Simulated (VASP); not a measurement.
# Y3N (Fm-3m) in VASP: further runs

Runs on Y3N. Level: PBE. Tasks: single point, relaxation of cell and atoms.

Program: VASP 6.6.1. These are calculated values, not measurements. Logs are shortened: lines on timing, memory, paths and dates and some standing lists are left out, and cuts for length are marked.

**1. The cell of the first run**

The structure is cubic, space group Fm-3m (No. 225). Conventional cell: a = 6.445 Å, b = 6.445 Å, c = 6.445 Å, α = 90.00°, β = 90.00°, γ = 90.00°. Y (site symmetry -43m) has 10 Y at 2.79 to 3.22 Å and 4 N at 2.79 Å within 3.7 Å. Y (site symmetry m-3m) has 8 Y at 2.79 Å and 6 N at 3.22 Å within 3.7 Å. N (site symmetry m-3m) has 14 Y at 2.79 to 3.22 Å within 3.7 Å.

The cell was generated, and may not be a known phase.

**2. Single point, PBE**

INCAR reads:

```
SYSTEM = Y3N
ALGO     = Normal         ! electronic algorithm
EDIFF    = 1E-6           ! SCF threshold, eV
ENCUT    = 520            ! plane-wave cutoff, eV
GGA      = PE             ! functional
ISIF     = 2              ! what is computed and relaxed
ISMEAR   = 0              ! smearing method
LASPH    = .True.         ! aspherical terms in the spheres
LCHARG   = .False.        ! write CHGCAR
LREAL    = .False.        ! projectors in reciprocal space
LWAVE    = .False.        ! write WAVECAR
NBANDS   = 27             ! bands
NELM     = 80             ! most SCF steps
PREC     = Accurate       ! precision mode
SIGMA    = 0.1            ! smearing width, eV
```

KPOINTS reads:

```
k-points
0
Gamma
  6 6 6
  0 0 0
```

POSCAR reads:

```
Y3N
1.0
    0.0000000000      3.2225516500      3.2225516500
    3.2225516500      0.0000000000      3.2225516500
    3.2225516500      3.2225516500      0.0000000000
Y N
3 1
Direct
    0.2500000000      0.2500000000      0.2500000000
    0.7500000000      0.7500000000      0.7500000000
    0.5000000000      0.5000000000      0.5000000000
    0.0000000000      0.0000000000      0.0000000000
```

Potentials or basis: VASP PAW PBE potentials, release 64 (Y_sv, N).

Command:

```bash
$ cat potpaw_PBE.64/Y_sv/POTCAR potpaw_PBE.64/N/POTCAR > POTCAR
$ mpirun -np 1 vasp_std > vasp.out
```

OUTCAR:

```text
SYSTEM = Y3N
   EDIFF = 1E-6
   ENCUT = 520
   GGA = PE
   ISIF = 2
   ISMEAR = 0
   LASPH = .True.
   LREAL = .False.
   NELM = 80
   PREC = Accurate

 ion  position               nearest neighbor table
   1  0.250  0.250  0.250-   4 2.79   4 2.79   4 2.79   3 2.79   4 2.79   3 2.79   3 2.79   3 2.79
                             2 3.22   2 3.22   2 3.22   2 3.22   2 3.22   2 3.22
   2  0.750  0.750  0.750-   3 2.79   3 2.79   3 2.79   3 2.79   4 2.79   4 2.79   4 2.79   4 2.79
                             1 3.22   1 3.22   1 3.22   1 3.22   1 3.22   1 3.22
   3  0.500  0.500  0.500-   1 2.79   1 2.79   1 2.79   1 2.79   2 2.79   2 2.79   2 2.79   2 2.79

   4  0.000  0.000  0.000-   2 2.79   2 2.79   2 2.79   1 2.79   2 2.79   1 2.79   1 2.79   1 2.79

  LATTYP: Found a face centered cubic cell.
 ALAT       =     6.4451033000

  Lattice vectors:

 A1 = (   0.0000000000,   3.2225516500,   3.2225516500)
 A2 = (   3.2225516500,   0.0000000000,   3.2225516500)
 A3 = (   3.2225516500,   3.2225516500,   0.0000000000)

Analysis of symmetry for initial positions (statically):
=====================================================================
 Subroutine PRICEL returns:
 Original cell was already a primitive cell.

 Routine SETGRP: Setting up the symmetry group for a
 face centered cubic supercell.

 Subroutine GETGRP returns: Found 48 space group operations
 (whereof 48 operations were pure point group operations)
 out of a pool of 48 trial point group operations.

The static configuration has the point symmetry O_h .

Analysis of symmetry for dynamics (positions and initial velocities):
=====================================================================
 Subroutine PRICEL returns:
 Original cell was already a primitive cell.

 Routine SETGRP: Setting up the symmetry group for a
 face centered cubic supercell.

 Subroutine GETGRP returns: Found 48 space group operations
 (whereof 48 operations were pure point group operations)
 out of a pool of 48 trial point group operations.

The dynamic configuration has the point symmetry O_h .

 Subroutine INISYM returns: Found 48 space group operations
 (whereof 48 operations are pure point group operations),
 and found     1 'primitive' translations

----------------------------------------------------------------------------------------

                                     Primitive cell

  volume of cell :      66.9314

  direct lattice vectors                    reciprocal lattice vectors
     0.000000000  3.222551650  3.222551650    -0.155156551  0.155156551  0.155156551
     3.222551650  0.000000000  3.222551650     0.155156551 -0.155156551  0.155156551
     3.222551650  3.222551650  0.000000000     0.155156551  0.155156551 -0.155156551

  length of vectors
     4.557376249  4.557376249  4.557376249     0.268739030  0.268739030  0.268739030

  position of ions in fractional coordinates (direct lattice)
     0.250000000  0.250000000  0.250000000
     0.750000000  0.750000000  0.750000000
     0.500000000  0.500000000  0.500000000
     0.000000000  0.000000000  0.000000000

  ion indices of the primitive-cell ions
   primitive index   ion index
                 1           1
                 2           2
                 3           3
                 4           4

----------------------------------------------------------------------------------------

 KPOINTS: k-points

Automatic generation of k-mesh.
 Grid dimensions read from file:
 generate k-points for:    6    6    6

 Generating k-lattice:

  Cartesian coordinates                     Fractional coordinates (reciprocal lattice)
    -0.025859425  0.025859425  0.025859425     0.166666667  0.000000000  0.000000000
     0.025859425 -0.025859425  0.025859425     0.000000000  0.166666667  0.000000000
     0.025859425  0.025859425 -0.025859425     0.000000000  0.000000000  0.166666667

  Length of vectors
     0.044789838  0.044789838  0.044789838

  Shift w.r.t. Gamma in fractional coordinates (k-lattice)
     0.000000000  0.000000000  0.000000000

 Subroutine IBZKPT returns following result:
 ===========================================

 Found     16 irreducible k-points:

 Following reciprocal coordinates:
            Coordinates               Weight
  0.000000  0.000000  0.000000      1.000000
  0.166667  0.000000  0.000000      8.000000
  0.333333  0.000000  0.000000      8.000000
  0.500000  0.000000  0.000000      4.000000
  0.166667  0.166667  0.000000      6.000000
  0.333333  0.166667  0.000000     24.000000
[... 8 lines left out ...]
 -0.333333  0.333333  0.166667     24.000000
 -0.333333  0.500000  0.166667     12.000000
   k-points           NKPTS =     16   k-points in BZ     NKDIM =     16   number of bands    NBANDS=     27
   number of dos      NEDOS =    301   number of ions     NIONS =      4
   total plane-waves  NPLWV =  46656
   dimension x,y,z NGX =    36 NGY =   36 NGZ =   36
   dimension x,y,z NGXF=    72 NGYF=   72 NGZF=   72
   ions per type =               3   1
   NGX,Y,Z   is equivalent  to a cutoff of  13.13, 13.13, 13.13 a.u.
   NGXF,Y,Z  is equivalent  to a cutoff of  26.26, 26.26, 26.26 a.u.
 SYSTEM =  Y3N
   PREC   = accura    normal or accurate (medium, high low for compatibility)
   ISTART =      0    job   : 0-new  1-cont  2-samecut
   ICHARG =      2    charge: 1-file 2-atom 10-const
   ISPIN  =      1    spin polarized calculation?
   LNONCOLLINEAR =      F non collinear calculations
   LSORBIT =      F    spin-orbit coupling
   LASPH  =      T    aspherical Exc in radial PAW
   ENCUT  =  520.0 eV  38.22 Ry    6.18 a.u.   8.47  8.47  8.47*2*pi/ulx,y,z
   NELM   =     80;   NELMIN=  2; NELMDL= -5     # of ELM steps
   EDIFF  = 0.1E-05   stopping-criterion for ELM
   LREAL  =      F    real-space projection
   EDIFFG = 0.1E-04   stopping-criterion for IOM
   NSW    =      0    number of steps for IOM
   IBRION =     -1    ionic relax: 0-MD 1-quasi-New 2-CG
   NFREE  =      0    steps in history (QN), initial steepest desc. (CG)
   ISIF   =      2    stress and relaxation
   ISYM   =      2    0-nonsym 1-usesym 2-fastsym
   POTIM  = 0.5000    time-step for ionic-motion
   TEBEG  =    0.0;   TEEND  =   0.0 temperature during run
   PSTRESS=    0.0 pullay stress
   NELECT =      38.0000    total number of electrons
   NUPDOWN=      -1.0000    fix difference up-down
   EMIN   =  10.00;   EMAX   =-10.00  energy-range for DOS
   EFERMI =   0.00;   METHOD = LEGACY
   ISMEAR =     0;   SIGMA  =   0.10  broadening in eV -4-tet -1-fermi 0-gaus
   EFERMI_NEDOS =   21; number of points for ismear=-14 and -15
   IALGO  =     38    algorithm
   IMIX   =      4    mixing-type and parameters
     AMIX     =   0.40;   BMIX     =  1.00
     AMIX_MAG =   1.60;   BMIX_MAG =  1.00
  volume/ion in A,a.u.               =      16.73       112.92
  Fermi-wavevector in a.u.,A,eV,Ry     =   1.355583  2.561681 25.002141  1.837606
  Thomas-Fermi vector in A             =   2.482658
   LORBIT       =      0    0 simple, 1 ext, 2 COOP (PROOUT), +10 PAW based schemes
   GGA     = PE    functional components
   LHFCALC =     F    Hartree Fock is set to
   AEXX    =    0.0000 exact exchange contribution
   IVDW    =     0    specifies the selected vdW correction
   LEPSILON=     F    determine dielectric tensor
   LRPA    =     F    only Hartree local field effects (RPA)
 non-spin polarized calculation
 Gauss-broadening in eV      SIGMA  =   0.10
  energy-cutoff  :      520.00
  volume of cell :       66.93
 maximum number of plane-waves:      1820
 NGX is ok and might be reduce to    36
   NGX = 17   NGY = 17   NGZ = 17

 number of electron      37.9999998 magnetization

 Free energy of the ion-electron system (eV)
  ---------------------------------------------------
  ext. energy  EPLUGINS =         0.00000000
  ---------------------------------------------------
  free energy    TOTEN  =       -22.02647382 eV

  energy without entropy =      -22.00283651  energy(sigma->0) =      -22.01465516

 E-fermi :   6.0933     XC(G=0): -11.6451

 val. band max:        6.0927586563   @ k =   0.3333   0.3333   0.0000
 cond. band min:       6.1235066160   @ k =   0.3333   0.1667   0.0000
 fundamental gap:      0.0307479597
 Fermi energy:         6.0932882739

 k-point     1 :       0.0000    0.0000    0.0000
  band No.  band energies     occupation
      1     -36.5645      2.00000
      2     -35.7098      2.00000
      3     -35.5382      2.00000
      4     -16.9995      2.00000
      5     -16.9995      2.00000
      6     -16.9995      2.00000
[... 19 lines left out ...]
     26      11.9361      0.00000
     27      11.9361      0.00000

 k-point     2 :       0.1667    0.0000    0.0000
  band No.  band energies     occupation
      1     -36.5126      2.00000
      2     -35.7273      2.00000
      3     -35.5790      2.00000
      4     -17.1483      2.00000
      5     -17.1058      2.00000
      6     -17.1058      2.00000
[... 19 lines left out ...]
     26      11.1300      0.00000
     27      11.1300      0.00000

 k-point     3 :       0.3333    0.0000    0.0000
  band No.  band energies     occupation
      1     -36.3854      2.00000
      2     -35.7847      2.00000
      3     -35.6618      2.00000
      4     -17.2543      2.00000
      5     -17.2543      2.00000
      6     -17.2159      2.00000
[... 19 lines left out ...]
     26       9.5074      0.00000
     27       9.5074      0.00000

 k-point     4 :       0.5000    0.0000    0.0000
  band No.  band energies     occupation
      1     -36.2985      2.00000
      2     -35.8450      2.00000
      3     -35.6950      2.00000
      4     -17.3130      2.00000
      5     -17.3130      2.00000
      6     -17.1882      2.00000
[... 19 lines left out ...]
     26       8.7893      0.00000
     27       8.7893      0.00000
[... 276 lines left out ...]
      4     -17.5731      2.00000
      5     -17.3783      2.00000
      6     -17.0620      2.00000
[... 19 lines left out ...]
     26      10.0610      0.00000
     27      10.1638      0.00000

 k-point    15 :      -0.3333    0.3333    0.1667
  band No.  band energies     occupation
      1     -36.2055      2.00000
      2     -35.8427      2.00000
      3     -35.7958      2.00000
      4     -17.6475      2.00000
      5     -17.2360      2.00000
      6     -17.1993      2.00000
[... 19 lines left out ...]
     26       9.5767      0.00000
     27      10.1286      0.00000

 k-point    16 :      -0.3333    0.5000    0.1667
  band No.  band energies     occupation
      1     -36.1620      2.00000
      2     -35.8653      2.00000
      3     -35.8183      2.00000
      4     -17.7287      2.00000
      5     -17.4495      2.00000
      6     -16.8795      2.00000
[... 19 lines left out ...]
     26      10.1666      0.00000
     27      10.3183      0.00000

------------------------ aborting loop because EDIFF is reached ----------------------------------------

  FORCE on cell =-STRESS in cart. coord.  units (eV):
  Direction    XX          YY          ZZ          XY          YZ          ZX
  --------------------------------------------------------------------------------------
  -------------------------------------------------------------------------------------
  Total        9.3556368      9.3556368      9.3556368      0.0000000     -0.0000000      0.0000000
  in kB      223.9516577    223.9516577    223.9516577      0.0000000     -0.0000000      0.0000000
  external PRESSURE =     223.9516577 kB  Pullay stress =       0.0000000 kB

 VOLUME and BASIS-vectors are now :
 -----------------------------------------------------------------------------
  energy-cutoff  :      520.00
  volume of cell :       66.93
      direct lattice vectors                 reciprocal lattice vectors
     0.000000000  3.222551650  3.222551650    -0.155156551  0.155156551  0.155156551
     3.222551650  0.000000000  3.222551650     0.155156551 -0.155156551  0.155156551
     3.222551650  3.222551650  0.000000000     0.155156551  0.155156551 -0.155156551

 POSITION                                       TOTAL-FORCE (eV/Angst)
 -----------------------------------------------------------------------------------
      1.61128      1.61128      1.61128        -0.000000     -0.000000      0.000000
      4.83383      4.83383      4.83383         0.000000      0.000000     -0.000000
      3.22255      3.22255      3.22255         0.000000      0.000000      0.000000
      0.00000      0.00000      0.00000         0.000000      0.000000      0.000000
 -----------------------------------------------------------------------------------
    total drift:                                0.000000      0.000000      0.000000

  FREE ENERGIE OF THE ION-ELECTRON SYSTEM (eV)
  ---------------------------------------------------
  free  energy   TOTEN  =       -22.0264738191 eV

  energy  without entropy=      -22.0028365066  energy(sigma->0) =      -22.01465516
```

Run time: 59 s. Hardware: 1 thread of Intel Xeon 8259CL, shared host; peak memory 0.22 GiB.

Results:

```
Free energy            : -22.0265 eV
Pressure               : 22.4 GPa
Band gap on the k mesh : zero (bands 19 and 20 overlap by 0.02 eV)
```

Levels at points of the mesh, in eV from the Fermi level:
| k point | band 16 | band 17 | band 18 | band 19 | band 20 | band 21 | band 22 | band 23 |
| --- | --- | --- | --- | --- | --- | --- | --- | --- |
| (0.00, 0.00, 0.00) | -3.69 | -2.60 | -2.60 | -1.88 | 1.25 | 1.25 | 1.25 | 3.42 |
| (0.50, 0.00, 0.00) | -3.92 | -0.21 | -0.12 | -0.12 | 1.42 | 1.42 | 1.72 | 1.92 |
| (0.50, 0.50, 0.00) | -2.92 | -2.16 | -1.31 | -0.38 | -0.02 | -0.02 | 1.46 | 1.65 |

Caveat: the cell stands under pressure.

**3. Single point, PBE**

This run uses another cell than the first one, of 23.32 Å³/atom.

INCAR reads:

```
SYSTEM = Y3N
PREC = Accurate
ENCUT = 520
EDIFF = 1E-6
ISMEAR = 0
SIGMA = 0.1
LREAL = .False.
LASPH = .True.
NELM = 100
ALGO = Normal
ISIF = 2
LWAVE = .False.
LCHARG = .False.
GGA = PE
NBANDS = 27
```

KPOINTS reads:

```
regular mesh
0
Gamma
  6 6 6
  0 0 0
```

POSCAR reads:

```
Y3N
1.0
    0.0000000000      3.5998048697      3.5998048697
    3.5998048697      0.0000000000      3.5998048697
    3.5998048697      3.5998048697      0.0000000000
Y N
3 1
Direct
    0.2500000000      0.2500000000      0.2500000000
    0.7500000000      0.7500000000      0.7500000000
    0.5000000000      0.5000000000      0.5000000000
    0.0000000000      0.0000000000      0.0000000000
```

Potentials or basis: VASP PAW PBE potentials, release 64 (Y_sv, N).

Command:

```bash
$ cat potpaw_PBE.64/Y_sv/POTCAR potpaw_PBE.64/N/POTCAR > POTCAR
$ mpirun -np 1 vasp_std > vasp.out
```

Wall time 77 s (1 thread of Intel Xeon 8259CL, shared host); peak memory 0.26 GiB.

Results (log left out):

```yaml
Free_energy: -23.5376 eV
Pressure: 0.0 GPa
Band_gap_on_the_k_mesh: zero (bands 19 and 20 overlap by 0.45 eV)
```

Levels at points of the mesh, in eV from the Fermi level:
```tsv
k point	band 17	band 18	band 19	band 20	band 21	band 22
(0.00, 0.00, 0.00)	-2.41	-1.35	-1.35	0.72	0.72	0.72
(0.50, 0.00, 0.00)	-0.17	0.04	0.04	0.31	0.90	1.00
(0.50, 0.50, 0.00)	-1.58	-1.29	0.27	0.34	0.34	0.45
```

(Continued in part 2 of 3.)

The gap in the log of VASP goes by the Fermi energy; the results here count the filled bands.